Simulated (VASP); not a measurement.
Input of a VASP 6.6.1 run:

INCAR

```
ALGO = Normal ; EDIFF = 1E-6
ENCUT = 520 ; GGA = PS
ISIF = 2 ; ISMEAR = -1
LASPH = True ; LCHARG = False
LREAL = False ; LWAVE = False
NBANDS = 8 ; NELM = 80
PREC = Accurate ; SIGMA = 0.13605693000000002
```

File KPOINTS:

```
k-points
0
Gamma
  14 14 14
```

The input POSCAR:

```
As
1.0
   -1.6545634309      1.6545634309      1.6545634309
    1.6545634309     -1.6545634309      1.6545634309
    1.6545634309      1.6545634309     -1.6545634309
As
1
Direct
    0.0000000000      0.0000000000      0.0000000000
```

Potentials or basis: VASP PAW PBE potentials, release 64 (As).

Launch:

```bash
$ cat potpaw_PBE.64/As/POTCAR > POTCAR
$ mpirun -np 1 vasp_std > vasp.out
```

Q: Predict the pressure.

A: 0.5 GPa.

Caveat: the PAW data sets were made with another functional, which shifts forces and pressure a little.
